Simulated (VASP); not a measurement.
# TiH3Br (R32) in VASP: relaxation of cell and atoms with PBE

Aim: the relaxation of cell and atoms of TiH3Br with PBE.

All numbers are computed with VASP 6.6.1; they aren't measurements. Logs are shortened: lines on timing, memory, paths and dates and some standing lists are left out, and cuts for length are marked.

### 1 The cell of the first run

The structure is trigonal, space group R32 (No. 155). The conventional cell has a = 5.378 Å, b = 5.378 Å, c = 9.218 Å, α = 90.00°, β = 90.00°, γ = 120.00°. Within 3.5 Å of Ti (site symmetry 32) lie 6 H at 2.56 Å and 6 Br at 3.46 Å. H (site symmetry 2) has 1 Br at 1.35 Å within 1.8 Å. Br (site symmetry 32) has 3 H at 1.35 Å within 1.8 Å.

The cell was generated, and may not be a known phase.

### 2 Relaxation of cell and atoms, PBE, collinear spin

Input file INCAR:

```
SYSTEM = TiH3Br
PREC = Accurate
ENCUT = 600
EDIFF = 1E-6
ISMEAR = 0
SIGMA = 0.1
LREAL = .False.
LASPH = .True.
NELM = 150
ALGO = Normal
ISIF = 3
LWAVE = .False.
LCHARG = .False.
ISPIN = 2
MAGMOM = 1 0 0 0 0
LORBIT = 11
LMAXMIX = 4
GGA = PE
IBRION = 2
NSW = 90
EDIFFG = -0.04
```

Input file KPOINTS:

```
regular mesh
0
Gamma
  6 6 6
  0 0 0
```

Input file POSCAR:

```
TiH3Br
1.0
    2.6892318600      1.5526287400      3.0726997000
   -2.6892318600      1.5526287400      3.0726997000
    0.0000000000     -3.1052574800      3.0726997000
Ti H Br
1 3 1
Direct
    0.0000000000      0.0000000000      0.0000000000
    0.5000000000      0.7514317500      0.2485682500
    0.2485682500      0.5000000000      0.7514317500
    0.7514317500      0.2485682500      0.5000000000
    0.5000000000      0.5000000000      0.5000000000
```

Potentials or basis: VASP PAW PBE potentials, release 64 (Ti_sv, H, Br).

The run is started by

```console
$ cat potpaw_PBE.64/Ti_sv/POTCAR potpaw_PBE.64/H/POTCAR potpaw_PBE.64/Br/POTCAR > POTCAR
$ mpirun -np 1 vasp_std > vasp.out
```

OUTCAR:

```text
SYSTEM = TiH3Br
   PREC = Accurate
   ENCUT = 600
   EDIFF = 1E-6
   ISMEAR = 0
   LREAL = .False.
   LASPH = .True.
   NELM = 150
   ISIF = 3
   ISPIN = 2
   LORBIT = 11
   GGA = PE
   IBRION = 2
   NSW = 90
   EDIFFG = -0.04

 ion  position               nearest neighbor table
   1  0.000  0.000  0.000-
   2  0.500  0.751  0.249-   5 1.35
   3  0.249  0.500  0.751-   5 1.35
   4  0.751  0.249  0.500-   5 1.35
   5  0.500  0.500  0.500-   4 1.35   3 1.35   2 1.35

  LATTYP: Found a trigonal (rhomboedric) cell.
 ALAT       =     4.3685360760
 COS(alpha) =     0.2420952338

  Lattice vectors:

 A1 = (   2.6892318600,   1.5526287400,   3.0726997000)
 A2 = (  -2.6892318600,   1.5526287400,   3.0726997000)
 A3 = (   0.0000000000,  -3.1052574800,   3.0726997000)

Analysis of symmetry for initial positions (statically):
=====================================================================
 Subroutine PRICEL returns:
 Original cell was already a primitive cell.

 Routine SETGRP: Setting up the symmetry group for a
 trigonal (rhombohedral) supercell.

 Subroutine GETGRP returns: Found  6 space group operations
 (whereof  6 operations were pure point group operations)
 out of a pool of 12 trial point group operations.

The static configuration has the point symmetry D_3 .

Analysis of symmetry for dynamics (positions and initial velocities):
=====================================================================
 Subroutine PRICEL returns:
 Original cell was already a primitive cell.

 Routine SETGRP: Setting up the symmetry group for a
 trigonal (rhombohedral) supercell.

 Subroutine GETGRP returns: Found  6 space group operations
 (whereof  6 operations were pure point group operations)
 out of a pool of 12 trial point group operations.

The dynamic configuration has the point symmetry D_3 .

Analysis of structural, dynamic, and magnetic symmetry:
=====================================================================
 Subroutine PRICEL returns:
 Original cell was already a primitive cell.

 Routine SETGRP: Setting up the symmetry group for a
 trigonal (rhombohedral) supercell.

 Subroutine GETGRP returns: Found  6 space group operations
 (whereof  6 operations were pure point group operations)
 out of a pool of 12 trial point group operations.

The overall configuration has the point symmetry D_3 .

 Subroutine INISYM returns: Found  6 space group operations
 (whereof  6 operations are pure point group operations),
 and found     1 'primitive' translations

----------------------------------------------------------------------------------------

                                     Primitive cell

  volume of cell :      76.9781

  direct lattice vectors                    reciprocal lattice vectors
     2.689231860  1.552628740  3.072699700     0.185926698  0.107344829  0.108482236
    -2.689231860  1.552628740  3.072699700    -0.185926698  0.107344829  0.108482236
     0.000000000 -3.105257480  3.072699700     0.000000000 -0.214689658  0.108482236

  length of vectors
     4.368536076  4.368536076  4.368536078     0.240541150  0.240541150  0.240541150

  position of ions in fractional coordinates (direct lattice)
     0.000000000  0.000000000  0.000000000
     0.500000000  0.751431750  0.248568250
     0.248568250  0.500000000  0.751431750
     0.751431750  0.248568250  0.500000000
     0.500000000  0.500000000  0.500000000

  ion indices of the primitive-cell ions
   primitive index   ion index
                 1           1
                 2           2
                 3           3
                 4           4
                 5           5

----------------------------------------------------------------------------------------

 KPOINTS: regular mesh

Automatic generation of k-mesh.
 Grid dimensions read from file:
 generate k-points for:    6    6    6

 Generating k-lattice:

  Cartesian coordinates                     Fractional coordinates (reciprocal lattice)
[... 39 lines left out ...]
  0.500000  0.500000  0.166667      6.000000
 -0.333333  0.500000  0.166667     12.000000
 [... further k-points ...]
   k-points           NKPTS =     32   k-points in BZ     NKDIM =     32   number of bands    NBANDS=     16
   number of dos      NEDOS =    301   number of ions     NIONS =      5
   total plane-waves  NPLWV =  46656
   dimension x,y,z NGX =    36 NGY =   36 NGZ =   36
   dimension x,y,z NGXF=    72 NGYF=   72 NGZF=   72
   ions per type =               1   3   1
   NGX,Y,Z   is equivalent  to a cutoff of  13.70, 13.70, 13.70 a.u.
   NGXF,Y,Z  is equivalent  to a cutoff of  27.40, 27.40, 27.40 a.u.
 SYSTEM =  TiH3Br
   PREC   = accura    normal or accurate (medium, high low for compatibility)
   ISTART =      0    job   : 0-new  1-cont  2-samecut
   ICHARG =      2    charge: 1-file 2-atom 10-const
   ISPIN  =      2    spin polarized calculation?
   LNONCOLLINEAR =      F non collinear calculations
   LSORBIT =      F    spin-orbit coupling
   LASPH  =      T    aspherical Exc in radial PAW
   ENCUT  =  600.0 eV  44.10 Ry    6.64 a.u.   8.73  8.73  8.73*2*pi/ulx,y,z
   NELM   =    150;   NELMIN=  2; NELMDL= -5     # of ELM steps
   EDIFF  = 0.1E-05   stopping-criterion for ELM
   LREAL  =      F    real-space projection
   EDIFFG = -.4E-01   stopping-criterion for IOM
   NSW    =     90    number of steps for IOM
   IBRION =      2    ionic relax: 0-MD 1-quasi-New 2-CG
   NFREE  =      1    steps in history (QN), initial steepest desc. (CG)
   ISIF   =      3    stress and relaxation
   ISYM   =      2    0-nonsym 1-usesym 2-fastsym
   POTIM  = 0.5000    time-step for ionic-motion
   TEBEG  =    0.0;   TEEND  =   0.0 temperature during run
   PSTRESS=    0.0 pullay stress
   NELECT =      22.0000    total number of electrons
   NUPDOWN=      -1.0000    fix difference up-down
   EMIN   =  10.00;   EMAX   =-10.00  energy-range for DOS
   EFERMI =   0.00;   METHOD = LEGACY
   ISMEAR =     0;   SIGMA  =   0.10  broadening in eV -4-tet -1-fermi 0-gaus
   EFERMI_NEDOS =   21; number of points for ismear=-14 and -15
   IALGO  =     38    algorithm
   IMIX   =      4    mixing-type and parameters
     AMIX     =   0.40;   BMIX     =  1.00
     AMIX_MAG =   1.60;   BMIX_MAG =  1.00
  volume/ion in A,a.u.               =      15.40       103.89
  Fermi-wavevector in a.u.,A,eV,Ry     =   1.078351  2.037787 15.821399  1.162840
  Thomas-Fermi vector in A             =   2.214287
   LORBIT       =     11    0 simple, 1 ext, 2 COOP (PROOUT), +10 PAW based schemes
   GGA     = PE    functional components
   LHFCALC =     F    Hartree Fock is set to
   AEXX    =    0.0000 exact exchange contribution
   IVDW    =     0    specifies the selected vdW correction
   LEPSILON=     F    determine dielectric tensor
   LRPA    =     F    only Hartree local field effects (RPA)
 conjugate gradient relaxation of ions
 spin polarized calculation
 Gauss-broadening in eV      SIGMA  =   0.10
  energy-cutoff  :      600.00
  volume of cell :       76.98
 maximum number of plane-waves:      2611
   NGX = 17   NGY = 17   NGZ = 17

--------------------------------------- Ionic step        1  -------------------------------------------

 number of electron      22.0000000 magnetization       0.0074537

 number of electron      22.0000000 magnetization      -0.0004229

 Free energy of the ion-electron system (eV)
  ---------------------------------------------------
  ext. energy  EPLUGINS =         0.00000000
  ---------------------------------------------------
  free energy    TOTEN  =        -9.17883309 eV

  energy without entropy =       -9.15840936  energy(sigma->0) =       -9.16862123

------------------------ aborting loop because EDIFF is reached ----------------------------------------

  FORCE on cell =-STRESS in cart. coord.  units (eV):
  Direction    XX          YY          ZZ          XY          YZ          ZX
  --------------------------------------------------------------------------------------
  -------------------------------------------------------------------------------------
  Total       13.4349543     13.4349543     -5.6873951      0.0000000      0.0000000      0.0000000
  in kB      279.6272795    279.6272801   -118.3741158      0.0000000      0.0000000      0.0000000
  external PRESSURE =     146.9601479 kB  Pullay stress =       0.0000000 kB
[... 102 lines left out ...]
  FREE ENERGIE OF THE ION-ELECTRON SYSTEM (eV)
  ---------------------------------------------------
  free  energy   TOTEN  =       -14.5217360863 eV

  energy  without entropy=      -14.5202705153  energy(sigma->0) =      -14.52100330

 E-fermi :   1.6075     XC(G=0):  -8.4538

 val. band max:        1.4357530551   @ k =   0.5000   0.3333   0.0000
 cond. band min:       1.7802248057   @ k =   0.5000   0.5000   0.0000
 fundamental gap:      0.3444717506
 Fermi energy:         1.6075408641

 spin component 1

 k-point     1 :       0.0000    0.0000    0.0000
  band No.  band energies     occupation
      1     -56.6749      1.00000
      2     -32.9411      1.00000
      3     -32.8347      1.00000
      4     -32.8347      1.00000
      5     -13.6568      1.00000
      6      -2.8756      1.00000
[... 895 lines left out ...]
      5     -13.4802      1.00000
      6      -3.9562      1.00000
[... 8 lines left out ...]
     15       2.8213      0.00000
     16       3.0314      0.00000

 [... further k-points ...]

[... ionic steps 4 to 12 ...]

--------------------------------------- Ionic step       13  -------------------------------------------

 number of electron      22.0000000 magnetization      -0.0000000

 number of electron      22.0000000 magnetization       0.0000000
[... 79 lines left out ...]
 number of electron      22.0000003 magnetization       0.0000002

 number of electron      22.0000003 magnetization      -0.0000003

 Free energy of the ion-electron system (eV)
  ---------------------------------------------------
  ext. energy  EPLUGINS =         0.00000000
  ---------------------------------------------------
  free energy    TOTEN  =       -18.88813981 eV

  energy without entropy =      -18.88767528  energy(sigma->0) =      -18.88790754

 E-fermi :   4.6241     XC(G=0): -10.2584

 val. band max:        4.4954716197   @ k =   0.5000   0.5000   0.0000
 cond. band min:       4.7937794219   @ k =  -0.3333  -0.3333   0.1667
 fundamental gap:      0.2983078023
 Fermi energy:         4.6241044825

 spin component 1

 k-point     1 :       0.0000    0.0000    0.0000
  band No.  band energies     occupation
      1     -53.5525      1.00000
      2     -29.7461      1.00000
      3     -29.7461      1.00000
      4     -29.7254      1.00000
      5     -11.3106      1.00000
      6      -0.5995      1.00000
[... 939 lines left out ...]
  FREE ENERGIE OF THE ION-ELECTRON SYSTEM (eV)
  ---------------------------------------------------
  free  energy   TOTEN  =       -18.8881398053 eV

  energy  without entropy=      -18.8876752758  energy(sigma->0) =      -18.88790754

 reached required accuracy - stopping structural energy minimisation

 total charge

# of ion       s       p       d       tot
------------------------------------------
    1        2.174   6.115   1.739  10.028
    2        0.546   0.008   0.000   0.554
    3        0.546   0.008   0.000   0.554
    4        0.546   0.008   0.000   0.554
    5        1.646   3.120   0.037   4.803
--------------------------------------------------
tot          5.459   9.258   1.776  16.493

 magnetization (x)

# of ion       s       p       d       tot
------------------------------------------
    1        0.000  -0.000   0.000   0.000
    2       -0.000   0.000   0.000  -0.000
    3       -0.000   0.000   0.000  -0.000
    4       -0.000   0.000   0.000  -0.000
    5        0.000  -0.000   0.000   0.000
--------------------------------------------------
tot          0.000  -0.000   0.000   0.000
```

It took 10 min on 1 thread of Intel Xeon 6975P-C (Granite Rapids), shared host; peak memory 0.31 GiB.

Results:

```yaml
Free_energy: -18.8881 eV
Relaxed_volume: 10.58 Å³/atom
Relaxed_cell: a = 3.779 Å, b = 3.779 Å, c = 3.779 Å, α = 96.33°, β = 96.33°, γ = 96.33°
Space_group_after_relaxing_to_0.1_Å: R32 (No. 155)
Energy_gained_by_relaxing: 1941.9 meV/atom
Ionic_steps: 15
Pressure_after_relaxing: 0.1 GPa
Largest_force_after_relaxing: 0.009 eV/Å
Band_gap_on_the_k_mesh: 0.30 eV (least direct gap 0.34 eV)
Net_moment: 0.00 μB per cell
Valence_electrons_inside_the_program's_atomic_spheres: Ti 10.03; H 0.55; Br 4.80
```

Forces in eV/Å, atoms in the order of the input:
```
Ti   0.000  0.000  0.000
H   -0.004  0.007  0.000
H   -0.004 -0.007  0.000
H    0.009  0.000  0.000
Br   0.000  0.000  0.000
```

Stress tensor (GPa, compression positive):
```
 0.30  0.00  0.00
 0.00  0.30  0.00
 0.00  0.00 -0.45
```

The path:
```
step  energy change (eV)  largest force (eV/Å)  pressure (GPa)  volume (Å³)
   1              0.0000                8.1133           14.70        76.98
   2             -5.3064                1.2935           -9.05        92.84
   3             -5.3429                1.2114           -9.38        93.64
   4             -5.3919                1.0715          -10.00        95.25
   5             -6.6296                1.2692          -10.40        80.77
   6             -8.8026                1.1855           11.52        46.13
   7             -8.8298                1.3120            4.00        50.01
   8             -8.8372                1.2554            7.51        48.05
   9             -9.3151                0.5010            9.45        46.80
  10             -9.4110                0.0741           12.82        45.68
  11             -9.6752                0.0732           -2.72        54.90
  12             -9.6885                0.0722           -0.42        52.97
  13             -9.6884                0.0723           -0.64        53.13
  14             -9.6967                0.0521           -0.49        53.07
  15             -9.7093                0.0085            0.05        52.91
```

Final structure:
```
CELL_PARAMETERS angstrom
2.81586 1.62574 1.92634
-2.81586 1.62574 1.92634
0.00000 -3.25147 1.92634
ATOMIC_POSITIONS crystal
Ti 0.00000 0.00000 0.00000
H 0.50000 0.96300 0.03700
H 0.03700 0.50000 0.96300
H 0.96300 0.03700 0.50000
Br 0.50000 0.50000 0.50000
```

Caveat: the volume moved by over 15 % at a fixed basis, so the end points are rough. A k mesh can miss the band edges.
